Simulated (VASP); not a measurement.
# Cu in VASP: relaxation of the atoms with r2SCAN

Aim: the relaxation of the atoms of Cu with r2SCAN.

All numbers are computed with VASP 6.6.1; they aren't measurements. Logs are shortened: lines on timing, memory, paths and dates and some standing lists are left out, and cuts for length are marked.

### Step 1. The cell of the first run

The cell holds a slab with vacuum, 4 atoms: a = 2.531 Å, b = 2.531 Å, c = 23.195 Å, α = 90.00°, β = 90.00°, γ = 120.00°.

### Step 2. Relaxation of the atoms, r2SCAN

POSCAR reads:

```
Cu
1.0
    2.5305027254      0.0000000000      0.0000000000
   -1.2652513627      2.1914796445      0.0000000000
    0.0000000000      0.0000000000     23.1947833401
Cu
4
Selective dynamics
Direct
    0.6666666667      0.3333333333      0.3664617115  F F F
    0.3333333333      0.6666666667      0.4554872372  F F F
    0.6666666667      0.3333333333      0.5445127628  T T T
    0.3333333333      0.6666666667      0.6335382885  T T T
```

INCAR.step1 reads:

```
SYSTEM = Cu
ALGO = Normal
DIPOL = 0.5 0.5 0.500
EDIFF = 1E-4
ENCUT = 520
GGA = PE
IDIPOL = 3
ISMEAR = 0
LASPH = .True.
LCHARG = .False.
LDIPOL = .True.
LREAL = .False.
LWAVE = .True.
NELM = 100
PREC = Accurate
SIGMA = 0.1
```

INCAR.step2 reads:

```
SYSTEM = Cu
ALGO = Normal
DIPOL = 0.5 0.5 0.500
EDIFF = 1E-7
EDIFFG = -0.03
ENCUT = 520
IBRION = 2
IDIPOL = 3
ISIF = 2
ISMEAR = 0
ISTART = 1
LASPH = .True.
LCHARG = .False.
LDIPOL = .True.
LMIXTAU = .True.
LREAL = .False.
LWAVE = .False.
METAGGA = R2SCAN
NELM = 100
NSW = 90
PREC = Accurate
SIGMA = 0.1
```

KPOINTS reads:

```
k-points
0
Gamma
  12 12 1
  0 0 0
```

Potentials or basis: VASP PAW PBE potentials, release 64 (Cu).

The run is started by

```bash
> cat potpaw_PBE.64/Cu/POTCAR > POTCAR
> cp INCAR.step1 INCAR
> mpirun -np 1 vasp_std > vasp.out
> cp INCAR.step2 INCAR
> mpirun -np 1 vasp_std > vasp.out
```

OUTCAR:

```text
SYSTEM = Cu
   EDIFF = 1E-7
   EDIFFG = -0.03
   ENCUT = 520
   IBRION = 2
   ISIF = 2
   ISMEAR = 0
   ISTART = 1
   LASPH = .True.
   LREAL = .False.
   METAGGA = R2SCAN
   NELM = 100
   NSW = 90
   PREC = Accurate

 ion  position               nearest neighbor table
   1  0.667  0.333  0.366-   2 2.53   2 2.53   2 2.53
   2  0.333  0.667  0.455-   3 2.53   3 2.53   3 2.53   1 2.53   1 2.53   1 2.53
   3  0.667  0.333  0.545-   2 2.53   2 2.53   2 2.53   4 2.53   4 2.53   4 2.53
   4  0.333  0.667  0.634-   3 2.53   3 2.53   3 2.53

  LATTYP: Found a hexagonal cell.
 ALAT       =     2.5305027254
 C/A-ratio  =     9.1660772017

  Lattice vectors:

 A1 = (   2.5305027254,   0.0000000000,   0.0000000000)
 A2 = (  -1.2652513627,   2.1914796445,   0.0000000000)
 A3 = (   0.0000000000,   0.0000000000,  23.1947833401)

Analysis of symmetry for initial positions (statically):
=====================================================================
 Subroutine PRICEL returns:
 Original cell was already a primitive cell.

 Routine SETGRP: Setting up the symmetry group for a
 hexagonal supercell.

 Subroutine GETGRP returns: Found 12 space group operations
 (whereof 12 operations were pure point group operations)
 out of a pool of 24 trial point group operations.

The static configuration has the point symmetry D_3d.

Analysis of symmetry for dynamics (positions and initial velocities):
=====================================================================
 Subroutine PRICEL returns:
 Original cell was already a primitive cell.

 Routine SETGRP: Setting up the symmetry group for a
 hexagonal supercell.

 Subroutine GETGRP returns: Found 12 space group operations
 (whereof 12 operations were pure point group operations)
 out of a pool of 24 trial point group operations.

The dynamic configuration has the point symmetry D_3d.

Analysis of constrained symmetry for selective dynamics:
=====================================================================
 Subroutine PRICEL returns:
 Original cell was already a primitive cell.

 Routine SETGRP: Setting up the symmetry group for a
 hexagonal supercell.

 Subroutine GETGRP returns: Found  6 space group operations
 (whereof  6 operations were pure point group operations)
 out of a pool of 24 trial point group operations.

The constrained configuration has the point symmetry C_3v.

 Subroutine INISYM returns: Found  6 space group operations
 (whereof  6 operations are pure point group operations),
 and found     1 'primitive' translations

----------------------------------------------------------------------------------------

                                     Primitive cell

  volume of cell :     128.6277

  direct lattice vectors                    reciprocal lattice vectors
     2.530502725  0.000000000  0.000000000     0.395178393  0.228156351  0.000000000
    -1.265251363  2.191479645  0.000000000     0.000000000  0.456312703  0.000000000
     0.000000000  0.000000000 23.194783340     0.000000000  0.000000000  0.043113143

  length of vectors
     2.530502725  2.530502725 23.194783340     0.456312703  0.456312703  0.043113143

  position of ions in fractional coordinates (direct lattice)
     0.666666667  0.333333333  0.366461712
     0.333333333  0.666666667  0.455487237
     0.666666667  0.333333333  0.544512763
     0.333333333  0.666666667  0.633538288

  ion indices of the primitive-cell ions
   primitive index   ion index
                 1           1
                 2           2
                 3           3
                 4           4

----------------------------------------------------------------------------------------

 KPOINTS: k-points

Automatic generation of k-mesh.
 Grid dimensions read from file:
 generate k-points for:   12   12    1

 Generating k-lattice:

  Cartesian coordinates                     Fractional coordinates (reciprocal lattice)
     0.032931533  0.019013029  0.000000000     0.083333333  0.000000000  0.000000000
     0.000000000  0.038026059  0.000000000     0.000000000  0.083333333  0.000000000
     0.000000000  0.000000000  0.043113143     0.000000000  0.000000000  1.000000000

  Length of vectors
     0.038026059  0.038026059  0.043113143

  Shift w.r.t. Gamma in fractional coordinates (k-lattice)
     0.000000000  0.000000000  0.000000000

 Subroutine IBZKPT returns following result:
 ===========================================

 Found     19 irreducible k-points:

 Following reciprocal coordinates:
            Coordinates               Weight
  0.000000  0.000000  0.000000      1.000000
  0.083333 -0.000000  0.000000      6.000000
  0.166667  0.000000  0.000000      6.000000
  0.250000  0.000000  0.000000      6.000000
  0.333333  0.000000  0.000000      6.000000
  0.416667  0.000000  0.000000      6.000000
[... 11 lines left out ...]
  0.333333  0.250000  0.000000     12.000000
  0.333333  0.333333  0.000000      2.000000
   k-points           NKPTS =     19   k-points in BZ     NKDIM =     19   number of bands    NBANDS=     26
   number of dos      NEDOS =    301   number of ions     NIONS =      4
   total plane-waves  NPLWV =  72000
   dimension x,y,z NGX =    20 NGY =   20 NGZ =  180
   dimension x,y,z NGXF=    40 NGYF=   40 NGZF=  360
   ions per type =               4
   NGX,Y,Z   is equivalent  to a cutoff of  13.14, 13.14, 12.90 a.u.
   NGXF,Y,Z  is equivalent  to a cutoff of  26.28, 26.28, 25.80 a.u.
 SYSTEM =  Cu
   PREC   = accura    normal or accurate (medium, high low for compatibility)
   ISTART =      1    job   : 0-new  1-cont  2-samecut
   ICHARG =      0    charge: 1-file 2-atom 10-const
   ISPIN  =      1    spin polarized calculation?
   LNONCOLLINEAR =      F non collinear calculations
   LSORBIT =      F    spin-orbit coupling
   LASPH  =      T    aspherical Exc in radial PAW
   ENCUT  =  520.0 eV  38.22 Ry    6.18 a.u.   4.71  4.71 43.13*2*pi/ulx,y,z
   NELM   =    100;   NELMIN=  2; NELMDL=  0     # of ELM steps
   EDIFF  = 0.1E-06   stopping-criterion for ELM
   LREAL  =      F    real-space projection
   EDIFFG = -.3E-01   stopping-criterion for IOM
   NSW    =     90    number of steps for IOM
   IBRION =      2    ionic relax: 0-MD 1-quasi-New 2-CG
   NFREE  =      1    steps in history (QN), initial steepest desc. (CG)
   ISIF   =      2    stress and relaxation
   ISYM   =      2    0-nonsym 1-usesym 2-fastsym
   POTIM  = 0.5000    time-step for ionic-motion
   TEBEG  =    0.0;   TEEND  =   0.0 temperature during run
   PSTRESS=    0.0 pullay stress
   NELECT =      44.0000    total number of electrons
   NUPDOWN=      -1.0000    fix difference up-down
   EMIN   =  10.00;   EMAX   =-10.00  energy-range for DOS
   EFERMI =   0.00;   METHOD = LEGACY
   ISMEAR =     0;   SIGMA  =   0.10  broadening in eV -4-tet -1-fermi 0-gaus
   EFERMI_NEDOS =   21; number of points for ismear=-14 and -15
   IALGO  =     38    algorithm
   IMIX   =      4    mixing-type and parameters
     AMIX     =   0.40;   BMIX     =  1.00
     AMIX_MAG =   1.60;   BMIX_MAG =  1.00
  volume/ion in A,a.u.               =      32.16       217.01
  Fermi-wavevector in a.u.,A,eV,Ry     =   1.144935  2.163614 17.835556  1.310876
  Thomas-Fermi vector in A             =   2.281625
   LORBIT       =      0    0 simple, 1 ext, 2 COOP (PROOUT), +10 PAW based schemes
   METAGGA = R2SCAN    functional components
   LHFCALC =     F    Hartree Fock is set to
   AEXX    =    0.0000 exact exchange contribution
   IVDW    =     0    specifies the selected vdW correction
   LEPSILON=     F    determine dielectric tensor
   LRPA    =     F    only Hartree local field effects (RPA)
 conjugate gradient relaxation of ions
 non-spin polarized calculation
 Gauss-broadening in eV      SIGMA  =   0.10
  energy-cutoff  :      520.00
  volume of cell :      128.63
 maximum number of plane-waves:      3507
 NGX is ok and might be reduce to    20
   NGX =  9   NGY =  9   NGZ = 87

--------------------------------------- Ionic step        1  -------------------------------------------

 number of electron      43.9999962 magnetization

 Free energy of the ion-electron system (eV)
  ---------------------------------------------------
  ext. energy  EPLUGINS =         0.00000000
  ---------------------------------------------------
  free energy    TOTEN  =       -42.21904027 eV

  energy without entropy =      -42.21020166  energy(sigma->0) =      -42.21462096

------------------------ aborting loop because EDIFF is reached ----------------------------------------

  FORCE on cell =-STRESS in cart. coord.  units (eV):
  Direction    XX          YY          ZZ          XY          YZ          ZX
  --------------------------------------------------------------------------------------
  -------------------------------------------------------------------------------------
  Total       -1.1425364     -1.1425364     -0.4193655      0.0000000     -0.0000000      0.0000000
  in kB      -14.2313480    -14.2313480     -5.2235861      0.0000000     -0.0000000      0.0000000
  external PRESSURE =     -11.2287607 kB  Pullay stress =       0.0000000 kB
[... 57 lines left out ...]
  FREE ENERGIE OF THE ION-ELECTRON SYSTEM (eV)
  ---------------------------------------------------
  free  energy   TOTEN  =       -42.2191678521 eV

  energy  without entropy=      -42.2103401153  energy(sigma->0) =      -42.21475398

 dipolmoment           0.000000      0.000000      0.000187 electrons x Angstroem

--------------------------------------- Ionic step        3  -------------------------------------------

 number of electron      43.9999963 magnetization

------------------------ aborting loop because EDIFF is reached ----------------------------------------

  FORCE on cell =-STRESS in cart. coord.  units (eV):
  Direction    XX          YY          ZZ          XY          YZ          ZX
  --------------------------------------------------------------------------------------
  -------------------------------------------------------------------------------------
  Total       -1.0997373     -1.0997373     -0.3244384      0.0000000      0.0000000      0.0000000
  in kB      -13.6982463    -13.6982463     -4.0411800      0.0000000      0.0000000      0.0000000
  external PRESSURE =     -10.4792242 kB  Pullay stress =       0.0000000 kB
[... 61 lines left out ...]
  energy  without entropy=      -42.2107412310  energy(sigma->0) =      -42.21512433

--------------------------------------- Ionic step        5  -------------------------------------------

 number of electron      43.9999966 magnetization

 dipolmoment           0.000000      0.000000     -0.000197 electrons x Angstroem

 Free energy of the ion-electron system (eV)
  ---------------------------------------------------
  ext. energy  EPLUGINS =         0.00000000
  ---------------------------------------------------
  free energy    TOTEN  =       -42.21973643 eV

  energy without entropy =      -42.21101205  energy(sigma->0) =      -42.21537424

 E-fermi :  -0.2971     XC(G=0):  -5.6679

 val. band max:       -0.3283192390   @ k =   0.1667   0.0000   0.0000
 cond. band min:      -0.2369941781   @ k =   0.5000   0.0000   0.0000
 fundamental gap:      0.0913250608
 Fermi energy:        -0.2970986423

 k-point     1 :       0.0000    0.0000    0.0000
  band No.  band energies     occupation
      1      -9.6963      2.00000
      2      -8.3554      2.00000
      3      -6.6134      2.00000
      4      -5.7255      2.00000
      5      -3.5287      2.00000
      6      -3.5173      2.00000
[... 540 lines left out ...]
     25       4.4829      0.00000
     26       4.7102      0.00000

------------------------ aborting loop because EDIFF is reached ----------------------------------------

 vacuum level on the upper side and lower side of the slab       (xc-potential included)         0.042         0.047

  FORCE on cell =-STRESS in cart. coord.  units (eV):
  Direction    XX          YY          ZZ          XY          YZ          ZX
  --------------------------------------------------------------------------------------
  -------------------------------------------------------------------------------------
  Total       -1.0630658     -1.0630658     -0.2311630      0.0000000      0.0000000     -0.0000000
  in kB      -13.2414686    -13.2414686     -2.8793488      0.0000000      0.0000000     -0.0000000
  external PRESSURE =      -9.7874286 kB  Pullay stress =       0.0000000 kB

 VOLUME and BASIS-vectors are now :
 -----------------------------------------------------------------------------
  energy-cutoff  :      520.00
  volume of cell :      128.63
      direct lattice vectors                 reciprocal lattice vectors
     2.530502725  0.000000000  0.000000000     0.395178393  0.228156351  0.000000000
    -1.265251363  2.191479645  0.000000000     0.000000000  0.456312703  0.000000000
     0.000000000  0.000000000 23.194783340     0.000000000  0.000000000  0.043113143
[... 10 lines left out ...]
  FREE ENERGIE OF THE ION-ELECTRON SYSTEM (eV)
  ---------------------------------------------------
  free  energy   TOTEN  =       -42.2197364326 eV

  energy  without entropy=      -42.2110120518  energy(sigma->0) =      -42.21537424

 reached required accuracy - stopping structural energy minimisation

 vacuum level on the upper side and lower side of the slab         4.585         4.590
```

It took 42 min on 1 thread of Oxide Virtual Turin-like, shared host; peak memory 0.26 GiB.

Results:

```yaml
Free_energy: -42.2197 eV
Energy_gained_by_relaxing: 0.2 meV/atom
Ionic_steps: 5
Band_gap_on_the_k_mesh: zero (bands 22 and 23 overlap by 5.72 eV)
```

The path:
| step | energy change (eV) | largest force on free atoms (eV/Å) | pressure (GPa) |
| --- | --- | --- | --- |
| 1 | 0.0000 | 0.0569 | -1.12 |
| 2 | -0.0001 | 0.0438 | -1.10 |
| 3 | -0.0003 | 0.0432 | -1.05 |
| 4 | -0.0005 | 0.0324 | -1.03 |
| 5 | -0.0007 | 0.0126 | -0.98 |

Final structure:
```cif
data_structure
_symmetry_space_group_name_H-M 'P 1'
_symmetry_Int_Tables_number 1
_cell_length_a 2.5305
_cell_length_b 2.5305
_cell_length_c 23.1948
_cell_angle_alpha 90.000
_cell_angle_beta 90.000
_cell_angle_gamma 120.000
_cell_volume 128.63
loop_
_atom_site_label
_atom_site_type_symbol
_atom_site_fract_x
_atom_site_fract_y
_atom_site_fract_z
_atom_site_occupancy
Cu1 Cu 0.66667 0.33333 0.36646 1
Cu2 Cu 0.33333 0.66667 0.45549 1
Cu3 Cu 0.66667 0.33333 0.54419 1
Cu4 Cu 0.33333 0.66667 0.63268 1
```

Caveat: the PAW data sets were made with another functional, which shifts forces and pressure a little.

The gap in the log of VASP goes by the Fermi energy; the results here count the filled bands.